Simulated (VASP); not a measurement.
Set up this calculation in VASP 6.6.1, as the native input.

```yaml
Task: electric field gradients
Functional: PBEsol
Potentials_or_basis: VASP PAW PBE potentials, release 64 (Sb)
Cutoff: 520 eV
k_mesh: 9 × 9 × 9
Occupations: fermi-dirac, width 0.05 eV
Spin: no spin polarisation
Dipole_correction: no
Further_INCAR_settings: ALGO = Normal; EDIFF = 1e-08; NBANDS = 12
```

The structure of Sb lies in POSCAR:

```
Sb
1.0
    2.2253850772      1.3300686856      3.7948837502
   -2.0758155868      1.2655506756      3.7303657402
    0.0189105096     -2.4271393611      3.7067505096
Sb
2
Direct
    0.2336400000      0.2336400000      0.2336400000
    0.7663600000      0.7663600000      0.7663600000
```

This cell differs from its parent crystal: equal xy, yz and zx shear strains of +3 %.

One way to write it, as run:

INCAR

```
PREC     = Accurate       # precision mode
ENCUT    = 520            # plane-wave cutoff, eV
EDIFF    = 1E-8           # SCF threshold, eV
ISMEAR   = -1             # smearing method
SIGMA    = 0.05           # smearing width, eV
LREAL    = F              # projectors in reciprocal space
LASPH    = T              # aspherical terms in the spheres
NELM     = 60             # most SCF steps
ALGO     = Normal         # electronic algorithm
ISIF     = 2              # what is computed and relaxed
LWAVE    = F              # write WAVECAR
LCHARG   = F              # write CHGCAR
GGA      = PS             # functional
LEFG     = T            
NBANDS   = 12             # bands
```

KPOINTS

```
regular mesh
0
Gamma
  9 9 9
```

Potentials or basis: VASP PAW PBE potentials, release 64 (Sb).

Run with:

```sh
$ cat potpaw_PBE.64/Sb/POTCAR > POTCAR
$ mpirun -np 1 vasp_std > vasp.out
```

Results of the run:

```yaml
Pressure: 0.7 GPa
Largest_force: 0.263 eV/Å
Band_gap_on_the_k_mesh: zero (band 5 reaches 7.26 eV, above the bottom of band 6 at 7.03 eV)
```

Caveat: the cell differs from its parent crystal (equal xy, yz and zx shear strains of +3 %); without QUAD_EFG the Cq values of the log hold for a quadrupole moment of 1 mb, not for the nuclei; the PAW data sets were made with another functional, which shifts forces and pressure a little; spin-orbit coupling is left out, which moves the levels of the heavy elements.

It took 2.9 min on 1 thread of AMD EPYC 9R45 96-Core Processor (Zen 5), with other jobs on the host, peak memory 0.34 GiB.
